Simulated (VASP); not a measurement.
# Ru: relaxation of cell and atoms with PBEsol+U

Ru:

```
Ru
1.0
     2.70580    0.00000    0.00000
    -1.35290    2.34329    0.00000
     0.00000    0.00000    4.28190
Ru
2
Direct
  0.32724 0.68454 0.25909
  0.68853 0.34974 0.75205
```

```yaml
Program: VASP 6.6.1
Task: relaxation of cell and atoms
Functional: PBEsol
Potentials_or_basis: VASP PAW PBE potentials, release 64 (Ru_pv)
Cutoff: 600 eV
k_mesh: 9 × 9 × 5
Occupations: fermi-dirac, width 0.05 eV
Spin: no spin polarisation
Hubbard_terms: Ru d U = 6.0 eV
Dipole_correction: no
Further_INCAR_settings: ALGO = Normal; EDIFF = 1e-06; IBRION = 2; EDIFFG = -0.1; NSW = 100; ISIF = 3
```

| Property | Result |
| --- | --- |
| Relaxed volume | 12.95 Å³/atom |
| Relaxed cell | a = 2.668 Å, b = 2.666 Å, c = 4.203 Å, α = 90.00°, β = 89.99°, γ = 119.95° |
| Space group after relaxing (to 0.05 Å) | P6_3/mmc (No. 194) |
| Energy gained by relaxing | 44.8 meV/atom |
| Ionic steps | 7 |
| Pressure after relaxing | -1.0 GPa |
| Largest force after relaxing | 0.084 eV/Å |
| Band gap on the k mesh | zero (band 14 reaches 14.67 eV, above the bottom of band 15 at 11.35 eV) |

Forces on the atoms (eV/Å):
```
Ru   0.052  0.013  0.064
Ru  -0.052 -0.013 -0.064
```

Stress tensor (GPa, compression positive):
```
-1.13 -0.02 -0.04
-0.02 -1.12 -0.02
-0.04 -0.02 -0.74
```

The path:
```tsv
step	energy change (eV)	largest force (eV/Å)	pressure (GPa)	volume (Å³)
1	0.0000	0.5607	-14.98	27.15
2	0.5398	0.2217	67.21	22.46
3	-0.0717	0.5526	0.02	25.85
4	-0.0719	0.5502	0.93	25.78
5	-0.0863	0.1146	0.37	25.80
6	-0.0863	0.1090	0.36	25.81
7	-0.0896	0.0837	-1.00	25.90
```

Final structure:
```
CELL_PARAMETERS angstrom
2.66808 0.00173 0.00030
-1.33254 2.30900 -0.00002
0.00047 0.00023 4.20294
ATOMIC_POSITIONS crystal
Ru 0.33950 0.68336 0.25496
Ru 0.67628 0.35092 0.75618
```

Levels at points of the mesh, in eV from the Fermi level:
```csv
k point,band 12,band 13,band 14,band 15,band 16,band 17
"(0.00, 0.00, 0.00)",-2.23,-2.21,-1.81,-1.74,1.03,1.08
```

Eigenvalues of the final occupation matrices:
```
    site  spin  trace               eigenvalues
site 1 d     1   3.08  0.60 0.61 0.61 0.63 0.63
site 1 d     2   3.08  0.60 0.61 0.61 0.63 0.63
site 2 d     1   3.08  0.60 0.61 0.61 0.63 0.63
site 2 d     2   3.08  0.60 0.61 0.61 0.63 0.63
```

It took 26 min on 1 × NVIDIA H100 80GB with 1 thread of AMD EPYC 7R13 Processor (Zen 3) (shared host), peak memory 1.4 GiB.

Caveat: the PAW data sets were made with another functional, which shifts forces and pressure a little; U without spin polarisation on a metal has little footing; the U is typed as a test and isn't derived for this compound; the relaxation stopped at a loose force limit of 0.1 eV/Å, so its end isn't a converged minimum.
